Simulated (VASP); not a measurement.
# AlP (fl.b) (F-43m) in VASP: a series of runs

AlP (fl.b) is run at these levels: LDA; tasks: single point.

Program: VASP 6.6.1. These are calculated values, not measurements. Logs are shortened: lines on timing, memory, paths and dates and some standing lists are left out, and cuts for length are marked.

### 1 The cell of the first run

The structure is cubic, space group F-43m (No. 216). The conventional cell has a = 5.470 Å, b = 5.470 Å, c = 5.470 Å, α = 90.00°, β = 90.00°, γ = 90.00°. Al (site symmetry -43m) has 4 P at 2.37 Å within 3.1 Å. Within 3.1 Å of P (site symmetry -43m) lie 4 Al at 2.37 Å.

### 2 Single point, LDA

INCAR

```
SYSTEM = AlP
PREC = Accurate
ENCUT = 500
EDIFF = 1E-6
ISMEAR = 0
SIGMA = 0.1
LREAL = .False.
LASPH = .True.
NELM = 120
ALGO = Normal
ISIF = 2
LWAVE = .False.
LCHARG = .False.
NBANDS = 11
GGA_COMPAT = .False.
```

KPOINTS

```
Automatic mesh
0
Gamma
  6 6 6
  0 0 0
```

POSCAR

```
AlP
1.0
    0.0000000000      2.7350000000      2.7350000000
    2.7350000000      0.0000000000      2.7350000000
    2.7350000000      2.7350000000      0.0000000000
Al P
1 1
Direct
    0.0000000000      0.0000000000      0.0000000000
    0.2500000000      0.2500000000      0.2500000000
```

Potentials or basis: VASP PAW LDA potentials, release 64 (Al, P).

The run is started by

```bash
$ cat potpaw_LDA.64/Al/POTCAR potpaw_LDA.64/P/POTCAR > POTCAR
$ mpirun -np 1 vasp_std > vasp.out
```

OUTCAR:

```text
SYSTEM = AlP
   PREC = Accurate
   ENCUT = 500
   EDIFF = 1E-6
   ISMEAR = 0
   LREAL = .False.
   LASPH = .True.
   NELM = 120
   ISIF = 2

 ion  position               nearest neighbor table
   1  0.000  0.000  0.000-   2 2.37   2 2.37   2 2.37   2 2.37
   2  0.250  0.250  0.250-   1 2.37   1 2.37   1 2.37   1 2.37

  LATTYP: Found a face centered cubic cell.
 ALAT       =     5.4700000000

  Lattice vectors:

 A1 = (   0.0000000000,   2.7350000000,   2.7350000000)
 A2 = (   2.7350000000,   0.0000000000,   2.7350000000)
 A3 = (   2.7350000000,   2.7350000000,   0.0000000000)

Analysis of symmetry for initial positions (statically):
=====================================================================
 Subroutine PRICEL returns:
 Original cell was already a primitive cell.

 Routine SETGRP: Setting up the symmetry group for a
 face centered cubic supercell.

 Subroutine GETGRP returns: Found 24 space group operations
 (whereof 24 operations were pure point group operations)
 out of a pool of 48 trial point group operations.

The static configuration has the point symmetry T_d .

Analysis of symmetry for dynamics (positions and initial velocities):
=====================================================================
 Subroutine PRICEL returns:
 Original cell was already a primitive cell.

 Routine SETGRP: Setting up the symmetry group for a
 face centered cubic supercell.

 Subroutine GETGRP returns: Found 24 space group operations
 (whereof 24 operations were pure point group operations)
 out of a pool of 48 trial point group operations.

The dynamic configuration has the point symmetry T_d .

 Subroutine INISYM returns: Found 24 space group operations
 (whereof 24 operations are pure point group operations),
 and found     1 'primitive' translations

----------------------------------------------------------------------------------------

                                     Primitive cell

  volume of cell :      40.9168

  direct lattice vectors                    reciprocal lattice vectors
     0.000000000  2.735000000  2.735000000    -0.182815356  0.182815356  0.182815356
     2.735000000  0.000000000  2.735000000     0.182815356 -0.182815356  0.182815356
     2.735000000  2.735000000  0.000000000     0.182815356  0.182815356 -0.182815356

  length of vectors
     3.867874093  3.867874093  3.867874093     0.316645486  0.316645486  0.316645486

  position of ions in fractional coordinates (direct lattice)
     0.000000000  0.000000000  0.000000000
     0.250000000  0.250000000  0.250000000

  ion indices of the primitive-cell ions
   primitive index   ion index
[... 74 lines left out ...]
   TEBEG  =    0.0;   TEEND  =   0.0 temperature during run
   PSTRESS=    0.0 pullay stress
   NELECT =       8.0000    total number of electrons
   NUPDOWN=      -1.0000    fix difference up-down
   EMIN   =  10.00;   EMAX   =-10.00  energy-range for DOS
   EFERMI =   0.00;   METHOD = LEGACY
   ISMEAR =     0;   SIGMA  =   0.10  broadening in eV -4-tet -1-fermi 0-gaus
   EFERMI_NEDOS =   21; number of points for ismear=-14 and -15
   IALGO  =     38    algorithm
   IMIX   =      4    mixing-type and parameters
     AMIX     =   0.40;   BMIX     =  1.00
     AMIX_MAG =   1.60;   BMIX_MAG =  1.00
  volume/ion in A,a.u.               =      20.46       138.06
  Fermi-wavevector in a.u.,A,eV,Ry     =   0.950176  1.795573 12.283814  0.902835
  Thomas-Fermi vector in A             =   2.078528
   LORBIT       =      0    0 simple, 1 ext, 2 COOP (PROOUT), +10 PAW based schemes
   GGA     = CA    functional components
   LHFCALC =     F    Hartree Fock is set to
   AEXX    =    0.0000 exact exchange contribution
   IVDW    =     0    specifies the selected vdW correction
   LEPSILON=     F    determine dielectric tensor
   LRPA    =     F    only Hartree local field effects (RPA)
 non-spin polarized calculation
 Gauss-broadening in eV      SIGMA  =   0.10
  energy-cutoff  :      500.00
  volume of cell :       40.92
 maximum number of plane-waves:      1056
   NGX = 15   NGY = 15   NGZ = 15

 number of electron       8.0000000 magnetization

 Free energy of the ion-electron system (eV)
  ---------------------------------------------------
  ext. energy  EPLUGINS =         0.00000000
  ---------------------------------------------------
  free energy    TOTEN  =       -11.39976040 eV

  energy without entropy =      -11.39976040  energy(sigma->0) =      -11.39976040

 E-fermi :   4.8309     XC(G=0):  -9.4273

 val. band max:        4.4048470413   @ k =   0.0000   0.0000   0.0000
 cond. band min:       5.8525152802   @ k =   0.5000   0.5000   0.0000
 fundamental gap:      1.4476682389
 Fermi energy:         4.8309324324

 k-point     1 :       0.0000    0.0000    0.0000
  band No.  band energies     occupation
      1      -7.0701      2.00000
      2       4.4048      2.00000
      3       4.4048      2.00000
      4       4.4048      2.00000
      5       7.4750      0.00000
      6       8.8661      0.00000
      7       8.8661      0.00000
      8       8.8661      0.00000
      9      13.2084      0.00000
     10      13.2084      0.00000
     11      14.3432      0.00000
[... 197 lines left out ...]
 k-point    16 :      -0.3333    0.5000    0.1667
  band No.  band energies     occupation
      1      -4.6822      2.00000
      2      -0.6655      2.00000
      3       1.4754      2.00000
      4       1.7156      2.00000
      5       7.6066      0.00000
      6       8.5903      0.00000
      7      11.9133      0.00000
      8      12.2721      0.00000
      9      15.4273      0.00000
     10      16.2786      0.00000
     11      17.4676      0.00000

------------------------ aborting loop because EDIFF is reached ----------------------------------------

  FORCE on cell =-STRESS in cart. coord.  units (eV):
  Direction    XX          YY          ZZ          XY          YZ          ZX
  --------------------------------------------------------------------------------------
  -------------------------------------------------------------------------------------
  Total       -0.4177858     -0.4177858     -0.4177858      0.0000000      0.0000000     -0.0000000
  in kB      -16.3592090    -16.3592090    -16.3592090      0.0000000      0.0000000     -0.0000000
  external PRESSURE =     -16.3592090 kB  Pullay stress =       0.0000000 kB

 VOLUME and BASIS-vectors are now :
 -----------------------------------------------------------------------------
  energy-cutoff  :      500.00
  volume of cell :       40.92
      direct lattice vectors                 reciprocal lattice vectors
     0.000000000  2.735000000  2.735000000    -0.182815356  0.182815356  0.182815356
     2.735000000  0.000000000  2.735000000     0.182815356 -0.182815356  0.182815356
     2.735000000  2.735000000  0.000000000     0.182815356  0.182815356 -0.182815356

 POSITION                                       TOTAL-FORCE (eV/Angst)
 -----------------------------------------------------------------------------------
      0.00000      0.00000      0.00000        -0.000000     -0.000000     -0.000000
      1.36750      1.36750      1.36750         0.000000      0.000000      0.000000
 -----------------------------------------------------------------------------------
    total drift:                               -0.000000     -0.000000      0.000000

  FREE ENERGIE OF THE ION-ELECTRON SYSTEM (eV)
  ---------------------------------------------------
  free  energy   TOTEN  =       -11.3997603962 eV

  energy  without entropy=      -11.3997603962  energy(sigma->0) =      -11.39976040
```

Wall time 3.9 s (1 thread of AMD EPYC 9R45 (Zen 5), shared host); peak memory 0.1 GiB.

What came out:

* Free energy: -11.3998 eV
* Pressure: -1.6 GPa
* Band gap on the k mesh: 1.45 eV, indirect (least direct gap 3.07 eV)

### 3 Single point, LDA

This run uses another cell than the first one, of 20.05 Å³/atom, 0.980 times its volume.

INCAR

```
ALGO = Normal ; EDIFF = 1E-6
ENCUT = 500 ; GGA_COMPAT = F
ISIF = 2 ; ISMEAR = 0
LASPH = T ; LCHARG = F
LREAL = F ; LWAVE = F
NBANDS = 11 ; NELM = 120
PREC = Accurate ; SIGMA = 0.02
```

KPOINTS

```
k-points
0
Gamma
  10 10 10
```

POSCAR

```
AlP
1.0
    0.0000000000      2.7168541817      2.7168541817
    2.7168541817      0.0000000000      2.7168541817
    2.7168541817      2.7168541817      0.0000000000
Al P
1 1
Direct
    0.0000000000      0.0000000000      0.0000000000
    0.2500000000      0.2500000000      0.2500000000
```

Potentials or basis: VASP PAW LDA potentials, release 64 (Al, P).

The run is started by

```bash
$ cat potpaw_LDA.64/Al/POTCAR potpaw_LDA.64/P/POTCAR > POTCAR
$ mpirun -np 1 vasp_std > vasp.out
```

It took 9.8 s on 1 thread of AMD EPYC 9R45 (Zen 5), shared host; peak memory 0.11 GiB.

Results (log left out):

```yaml
Free_energy: -11.4132 eV
Pressure: 0.1 GPa
Band_gap_on_the_k_mesh: 1.41 eV, indirect (least direct gap 3.24 eV)
```

Levels at points of the mesh, in eV from the valence-band top:
```csv
k point,band 1,band 2,band 3,band 4,band 5,band 6,band 7,band 8
"(0.00, 0.00, 0.00)",-11.59,0.00,0.00,0.00,3.24,4.49,4.49,4.49
"(0.50, 0.00, 0.00)",-9.86,-5.65,-0.78,-0.78,2.72,4.74,4.74,8.11
"(0.50, 0.50, 0.00)",-9.17,-5.40,-2.15,-2.15,1.41,2.33,11.01,11.01
```

A k mesh can miss the band edges.
